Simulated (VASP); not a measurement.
# MnAl5 (P6/mmm) in VASP: further runs

Runs on MnAl5. Level: PBE. Tasks: single point.

All numbers are computed with VASP 6.6.1; they aren't measurements. Logs are shortened: lines on timing, memory, paths and dates and some standing lists are left out, and cuts for length are marked.

## (1) The cell of the first run

The structure is hexagonal, space group P6/mmm (No. 191). Conventional cell: a = 4.447 Å, b = 4.447 Å, c = 5.159 Å, α = 90.00°, β = 90.00°, γ = 120.00°. Within 3.4 Å of Mn (site symmetry 6/mmm) lie 14 Al at 2.58 to 2.86 Å. Al (site symmetry 3m) has 8 Al at 2.51 to 2.89 Å and 3 Mn at 2.86 Å within 3.3 Å. Within 3.4 Å of Al (site symmetry 6/mmm) lie 2 Mn at 2.58 Å and 12 Al at 2.89 Å.

## (2) Single point, PBE

Contents of INCAR:

```
SYSTEM = MnAl5
  PREC = Accurate
  ENCUT = 520
  EDIFF = 1E-6
  ISMEAR = 0
  SIGMA = 0.1
  LREAL = .False.
  LASPH = .True.
  NELM = 80
  ALGO = Fast
  ISIF = 2
  LWAVE = .False.
  LCHARG = .True.
  GGA = PE
  LELF = .True.
  LVHAR = .True.
  NBANDS = 23
```

Contents of KPOINTS:

```
Automatic mesh
0
Gamma
  12 12 8
  0 0 0
```

Contents of POSCAR:

```
MnAl5
1.0
    4.4473788016      0.0000000000      0.0000000000
   -2.2236894008      3.8515430225      0.0000000000
    0.0000000000      0.0000000000      5.1587167958
Mn Al
1 5
Direct
    0.0000000000      0.0000000000      0.5000000000
    0.6666666667      0.3333333333      0.7432432492
    0.0000000000      0.0000000000      0.0000000000
    0.6666666667      0.3333333333      0.2567567508
    0.3333333333      0.6666666667      0.2567567508
    0.3333333333      0.6666666667      0.7432432492
```

Potentials or basis: VASP PAW PBE potentials, release 64 (Mn_pv, Al).

Launch:

```bash
cat potpaw_PBE.64/Mn_pv/POTCAR potpaw_PBE.64/Al/POTCAR > POTCAR
mpirun -np 1 vasp_std > vasp.out
```

OUTCAR:

```text
SYSTEM = MnAl5
   PREC = Accurate
   ENCUT = 520
   EDIFF = 1E-6
   ISMEAR = 0
   LREAL = .False.
   LASPH = .True.
   NELM = 80
   ISIF = 2
   GGA = PE

 ion  position               nearest neighbor table
   1  0.000  0.000  0.500-   3 2.58   3 2.58   4 2.86   5 2.86   6 2.86   2 2.86   2 2.86   4 2.86
                             5 2.86   6 2.86   2 2.86   4 2.86   5 2.86   6 2.86
   2  0.667  0.333  0.743-   4 2.51   6 2.57   6 2.57   6 2.57   4 2.65   1 2.86   1 2.86   1 2.86
                             3 2.89   3 2.89   3 2.89
   3  0.000  0.000  0.000-   1 2.58   1 2.58   4 2.89   5 2.89   6 2.89   2 2.89   2 2.89   4 2.89
                             5 2.89   6 2.89   2 2.89   4 2.89   5 2.89   6 2.89
   4  0.667  0.333  0.257-   2 2.51   5 2.57   5 2.57   5 2.57   2 2.65   1 2.86   1 2.86   1 2.86
                             3 2.89   3 2.89   3 2.89
   5  0.333  0.667  0.257-   6 2.51   4 2.57   4 2.57   4 2.57   6 2.65   1 2.86   1 2.86   1 2.86
                             3 2.89   3 2.89   3 2.89
   6  0.333  0.667  0.743-   5 2.51   2 2.57   2 2.57   2 2.57   5 2.65   1 2.86   1 2.86   1 2.86
                             3 2.89   3 2.89   3 2.89

  LATTYP: Found a hexagonal cell.
 ALAT       =     4.4473788016
 C/A-ratio  =     1.1599454479

  Lattice vectors:

 A1 = (   4.4473788016,   0.0000000000,   0.0000000000)
 A2 = (  -2.2236894008,   3.8515430225,   0.0000000000)
 A3 = (   0.0000000000,   0.0000000000,   5.1587167958)

Analysis of symmetry for initial positions (statically):
=====================================================================
 Subroutine PRICEL returns:
 Original cell was already a primitive cell.

 Routine SETGRP: Setting up the symmetry group for a
 hexagonal supercell.

 Subroutine GETGRP returns: Found 24 space group operations
 (whereof 24 operations were pure point group operations)
 out of a pool of 24 trial point group operations.

The static configuration has the point symmetry D_6h.

Analysis of symmetry for dynamics (positions and initial velocities):
=====================================================================
 Subroutine PRICEL returns:
 Original cell was already a primitive cell.

 Routine SETGRP: Setting up the symmetry group for a
 hexagonal supercell.

 Subroutine GETGRP returns: Found 24 space group operations
 (whereof 24 operations were pure point group operations)
 out of a pool of 24 trial point group operations.

The dynamic configuration has the point symmetry D_6h.

[... 105 lines left out ...]
   NELM   =     80;   NELMIN=  2; NELMDL= -5     # of ELM steps
   EDIFF  = 0.1E-05   stopping-criterion for ELM
   LREAL  =      F    real-space projection
   EDIFFG = 0.1E-04   stopping-criterion for IOM
   NSW    =      0    number of steps for IOM
   IBRION =     -1    ionic relax: 0-MD 1-quasi-New 2-CG
   NFREE  =      0    steps in history (QN), initial steepest desc. (CG)
   ISIF   =      2    stress and relaxation
   ISYM   =      2    0-nonsym 1-usesym 2-fastsym
   POTIM  = 0.5000    time-step for ionic-motion
   TEBEG  =    0.0;   TEEND  =   0.0 temperature during run
   PSTRESS=    0.0 pullay stress
   NELECT =      28.0000    total number of electrons
   NUPDOWN=      -1.0000    fix difference up-down
   EMIN   =  10.00;   EMAX   =-10.00  energy-range for DOS
   EFERMI =   0.00;   METHOD = LEGACY
   ISMEAR =     0;   SIGMA  =   0.10  broadening in eV -4-tet -1-fermi 0-gaus
   EFERMI_NEDOS =   21; number of points for ismear=-14 and -15
   IALGO  =     68    algorithm
   IMIX   =      4    mixing-type and parameters
     AMIX     =   0.40;   BMIX     =  1.00
     AMIX_MAG =   1.60;   BMIX_MAG =  1.00
  volume/ion in A,a.u.               =      14.73        99.39
  Fermi-wavevector in a.u.,A,eV,Ry     =   1.116094  2.109111 16.948303  1.245665
  Thomas-Fermi vector in A             =   2.252704
   LORBIT       =      0    0 simple, 1 ext, 2 COOP (PROOUT), +10 PAW based schemes
   GGA     = PE    functional components
   LHFCALC =     F    Hartree Fock is set to
   AEXX    =    0.0000 exact exchange contribution
   IVDW    =     0    specifies the selected vdW correction
   LEPSILON=     F    determine dielectric tensor
   LRPA    =     F    only Hartree local field effects (RPA)
 non-spin polarized calculation
 RMM-DIIS sequential band-by-band and
 Gauss-broadening in eV      SIGMA  =   0.10
  energy-cutoff  :      520.00
  volume of cell :       88.37
 maximum number of plane-waves:      2401
 NGX is ok and might be reduce to    36
   NGX = 17   NGY = 17   NGZ = 19

 number of electron      27.9999991 magnetization

 Free energy of the ion-electron system (eV)
  ---------------------------------------------------
  ext. energy  EPLUGINS =         0.00000000
  ---------------------------------------------------
  free energy    TOTEN  =       -27.50734209 eV

  energy without entropy =      -27.50248403  energy(sigma->0) =      -27.50491306

 E-fermi :   8.7265     XC(G=0): -10.8688

 val. band max:        8.7043594393   @ k =   0.0833   0.0833   0.3750
 cond. band min:       8.7289442678   @ k =   0.0833   0.0833   0.5000
 fundamental gap:      0.0245848285
 Fermi energy:         8.7265132509

 k-point     1 :       0.0000    0.0000    0.0000
  band No.  band energies     occupation
      1     -38.9186      2.00000
      2     -38.7374      2.00000
      3     -38.7374      2.00000
      4      -2.4890      2.00000
      5       2.8740      2.00000
      6       2.8800      2.00000
[... 613 lines left out ...]
     22      12.6905      0.00000
     23      15.0716      0.00000

 [... further k-points ...]
[... 5 lines left out ...]
  --------------------------------------------------------------------------------------
  -------------------------------------------------------------------------------------
  Total        0.0067999      0.0067999     -0.0128922      0.0000000      0.0000000      0.0000000
  in kB        0.1232906      0.1232906     -0.2337536      0.0000000      0.0000000      0.0000000
  external PRESSURE =       0.0042758 kB  Pullay stress =       0.0000000 kB

 VOLUME and BASIS-vectors are now :
 -----------------------------------------------------------------------------
  energy-cutoff  :      520.00
  volume of cell :       88.37
      direct lattice vectors                 reciprocal lattice vectors
     4.447378802  0.000000000  0.000000000     0.224851546  0.129818101  0.000000000
    -2.223689401  3.851543023  0.000000000     0.000000000  0.259636201  0.000000000
     0.000000000  0.000000000  5.158716796     0.000000000  0.000000000  0.193846656

 POSITION                                       TOTAL-FORCE (eV/Angst)
 -----------------------------------------------------------------------------------
      0.00000      0.00000      2.57936        -0.000000     -0.000000      0.000000
      2.22369      1.28385      3.83418         0.000000      0.000000      0.006799
      0.00000      0.00000      0.00000        -0.000000     -0.000000      0.000000
      2.22369      1.28385      1.32454         0.000000      0.000000     -0.006799
     -0.00000      2.56770      1.32454         0.000000     -0.000000     -0.006799
     -0.00000      2.56770      3.83418        -0.000000     -0.000000      0.006799
 -----------------------------------------------------------------------------------
    total drift:                                0.000000      0.000000     -0.000000

  FREE ENERGIE OF THE ION-ELECTRON SYSTEM (eV)
  ---------------------------------------------------
  free  energy   TOTEN  =       -27.5073420913 eV

  energy  without entropy=      -27.5024840251  energy(sigma->0) =      -27.50491306
```

stdout:

```text
POSCAR found type information on POSCAR MnAl
 POSCAR found :  2 types and       6 ions
 scaLAPACK will be used
 LDA part: xc-table for (Slater+PW92), standard interpolation
 POSCAR, INCAR and KPOINTS ok, starting setup
 FFT: planning ... GRIDC
 FFT: planning ... GRID_SOFT
 FFT: planning ... GRID
 WAVECAR not read
 entering main loop
```

It took 97 s on 1 thread of Intel Xeon 6975P-C (Granite Rapids), shared host; peak memory 0.32 GiB.

Results:

| Item | Value |
| --- | --- |
| Free energy | -27.5073 eV |
| Pressure | 0.0 GPa |
| Largest force | 0.007 eV/Å |
| Band gap on the k mesh | zero (band 14 reaches 8.99 eV, above the bottom of band 15 at 8.43 eV) |

Forces on the atoms (eV/Å):
```
Mn   0.000  0.000  0.000
Al   0.000  0.000  0.007
Al   0.000  0.000  0.000
Al   0.000  0.000 -0.007
Al   0.000  0.000 -0.007
Al   0.000  0.000  0.007
```

Spin polarisation is off, so any magnetic state and its effect on volume and gap are missing.

## (3) Single point, PBE, collinear spin, ferromagnetic start

Contents of INCAR:

```
PREC = Accurate ; ENCUT = 520
EDIFF = 1E-7 ; ISMEAR = 0
SIGMA = 0.1 ; LREAL = F
LASPH = T ; NELM = 150
ALGO = Normal ; ISIF = 2
LWAVE = F ; LCHARG = F
ISPIN = 2 ; MAGMOM = 4 0 0 0 0 0
LORBIT = 11 ; LMAXMIX = 4
GGA = PE ; NBANDS = 27
```

Contents of KPOINTS:

```
Automatic mesh
0
Gamma
  6 6 4
```

Contents of POSCAR:

```
MnAl5
1.0
    4.4436322480      0.0000000000      0.0000000000
   -2.2218161240      3.8482984118      0.0000000000
    0.0000000000      0.0000000000      5.1608994699
Mn Al
1 5
Direct
    0.0000000000      0.0000000000      0.5000000000
    0.6666666667      0.3333333333      0.7432891794
    0.0000000000      0.0000000000      0.0000000000
    0.6666666667      0.3333333333      0.2567108206
    0.3333333333      0.6666666667      0.2567108206
    0.3333333333      0.6666666667      0.7432891794
```

Potentials or basis: VASP PAW PBE potentials, release 64 (Mn_pv, Al).

Launch:

```bash
cat potpaw_PBE.64/Mn_pv/POTCAR potpaw_PBE.64/Al/POTCAR > POTCAR
mpirun -np 1 vasp_std > vasp.out
```

Wall time 49 s (1 thread of Intel Xeon 6975P-C (Granite Rapids), shared host); peak memory 0.28 GiB.

The run converged. Its results:

```yaml
Free_energy: -27.5169 eV
Pressure: 0.1 GPa
Largest_force: 0.008 eV/Å
Band_gap_on_the_k_mesh: zero (filled and empty bands overlap)
Net_moment: 0.00 μB per cell
Valence_electrons_inside_the_program's_atomic_spheres: Mn 11.70; Al 0.82, 0.75
```

Forces on the atoms (eV/Å):
```
Mn   0.000  0.000  0.000
Al   0.000  0.000 -0.008
Al   0.000  0.000  0.000
Al   0.000  0.000  0.008
Al   0.000  0.000  0.008
Al   0.000  0.000 -0.008
```

Stress tensor (GPa, compression positive):
```
 0.15  0.00  0.00
 0.00  0.15  0.00
 0.00  0.00 -0.06
```

Levels at points of the mesh, in eV from the Fermi level:
Spin up:
| k point | band 10 | band 11 | band 12 | band 13 | band 14 | band 15 | band 16 | band 17 | band 18 | band 19 |
| --- | --- | --- | --- | --- | --- | --- | --- | --- | --- | --- |
| (0.00, 0.00, 0.00) | -1.45 | -1.32 | -1.18 | -1.09 | -1.09 | 0.57 | 0.57 | 2.13 | 2.13 | 2.16 |
| (0.50, 0.00, 0.00) | -3.38 | -2.31 | -1.68 | -0.65 | -0.48 | 0.95 | 1.06 | 1.69 | 2.13 | 2.43 |
| (0.00, 0.00, 0.50) | -2.03 | -1.04 | -1.04 | -0.06 | 0.15 | 0.67 | 0.71 | 0.71 | 1.40 | 1.40 |
| (0.50, 0.00, 0.50) | -2.48 | -2.36 | -0.71 | -0.54 | -0.44 | 0.33 | 1.70 | 2.35 | 3.67 | 4.08 |
Spin down:
```tsv
k point	band 10	band 11	band 12	band 13	band 14	band 15	band 16	band 17	band 18	band 19
(0.00, 0.00, 0.00)	-1.45	-1.32	-1.18	-1.09	-1.09	0.57	0.57	2.13	2.13	2.16
(0.50, 0.00, 0.00)	-3.38	-2.31	-1.68	-0.65	-0.48	0.95	1.06	1.69	2.13	2.43
(0.00, 0.00, 0.50)	-2.03	-1.04	-1.04	-0.06	0.15	0.67	0.71	0.71	1.40	1.40
(0.50, 0.00, 0.50)	-2.48	-2.36	-0.71	-0.54	-0.44	0.33	1.70	2.35	3.67	4.08
```

Caveat: the starting moments collapsed, and a magnetic state may lie lower.

## (4) Single point, PBE, collinear spin, ferromagnetic start

This run uses another cell than the first one, of 15.72 Å³/atom, 1.067 times its volume.

Contents of INCAR:

```
SYSTEM = MnAl5
PREC = Accurate
ENCUT = 520
EDIFF = 1E-6
ISMEAR = 0
SIGMA = 0.1
LREAL = .FALSE.
LASPH = .TRUE.
NELM = 150
ALGO = Fast
ISIF = 2
LWAVE = .FALSE.
LCHARG = .TRUE.
ISPIN = 2
MAGMOM = 4 0 0 0 0 0
LORBIT = 11
LMAXMIX = 4
GGA = PE
LELF = .TRUE.
LVHAR = .TRUE.
NBANDS = 27
```

Contents of KPOINTS:

```
regular mesh
0
G
  6 6 4
  0 0 0
```

Contents of POSCAR:

```
MnAl5
1.0
    4.3128701800      0.0000000000      0.0000000000
   -2.1564350900      3.7350551400      0.0000000000
    0.0000000000      0.0000000000      5.8545089600
Mn Al
1 5
Direct
    0.0000000000      0.0000000000      0.5000000000
    0.6666666700      0.3333333300      0.7959949400
    0.0000000000      0.0000000000      0.0000000000
    0.6666666700      0.3333333300      0.2040050600
    0.3333333300      0.6666666700      0.2040050600
    0.3333333300      0.6666666700      0.7959949400
```

Launch:

```bash
cat potpaw_PBE.64/Mn_pv/POTCAR potpaw_PBE.64/Al/POTCAR > POTCAR
mpirun -np 1 vasp_std > vasp.out
```

Wall time 54 s (1 thread of Intel Xeon 6975P-C (Granite Rapids), shared host); peak memory 0.28 GiB.

Results (log left out):

```
Free energy                                           : -25.5878 eV
Pressure                                              : 10.7 GPa
Largest force                                         : 2.560 eV/Å
Net moment                                            : 3.50 μB per cell
Site moments                                          : Mn +3.58; Al -0.02, -0.00 μB
Valence electrons inside the program's atomic spheres : Mn 11.40; Al 0.86, 0.78
```

Forces on the atoms (eV/Å):
```
Mn   0.000  0.000  0.000
Al   0.000  0.000 -2.560
Al   0.000  0.000  0.000
Al   0.000  0.000  2.560
Al   0.000  0.000  2.560
Al   0.000  0.000 -2.560
```

Stress tensor (GPa, compression positive):
```
13.30  0.00  0.00
 0.00 13.30  0.00
 0.00  0.00  5.38
```

Levels at points of the mesh, in eV from the Fermi level:
Spin up:
| k point | band 12 | band 13 | band 14 | band 15 | band 16 | band 17 | band 18 | band 19 | band 20 | band 21 |
| --- | --- | --- | --- | --- | --- | --- | --- | --- | --- | --- |
| (0.00, 0.00, 0.00) | -1.53 | -1.53 | -1.42 | -1.42 | -0.41 | 1.52 | 1.52 | 1.55 | 3.74 | 3.79 |
| (0.50, 0.00, 0.00) | -3.00 | -2.38 | -2.21 | -1.36 | -1.10 | 0.76 | 1.41 | 1.97 | 3.32 | 5.44 |
| (0.00, 0.00, 0.50) | -1.85 | -1.75 | -0.56 | -0.56 | -0.18 | 0.46 | 1.19 | 1.36 | 1.36 | 1.45 |
| (0.50, 0.00, 0.50) | -2.38 | -2.23 | -1.98 | -1.54 | 0.94 | 1.17 | 1.41 | 1.79 | 2.85 | 5.06 |
Spin down:
| k point | band 10 | band 11 | band 12 | band 13 | band 14 | band 15 |
| --- | --- | --- | --- | --- | --- | --- |
| (0.00, 0.00, 0.00) | -1.51 | -0.59 | -0.53 | -0.14 | -0.14 | 0.68 |
| (0.50, 0.00, 0.00) | -3.36 | -2.60 | -1.36 | 0.89 | 0.90 | 1.24 |
| (0.00, 0.00, 0.50) | -1.76 | -1.63 | -0.86 | -0.86 | -0.30 | 1.11 |
| (0.50, 0.00, 0.50) | -1.59 | -1.49 | -0.96 | 0.77 | 0.91 | 0.92 |

Caveat: forces of over 1 eV/Å act on the atoms, so gaps and moduli don't describe the material at rest.

(Continued in part 2 of 2.)
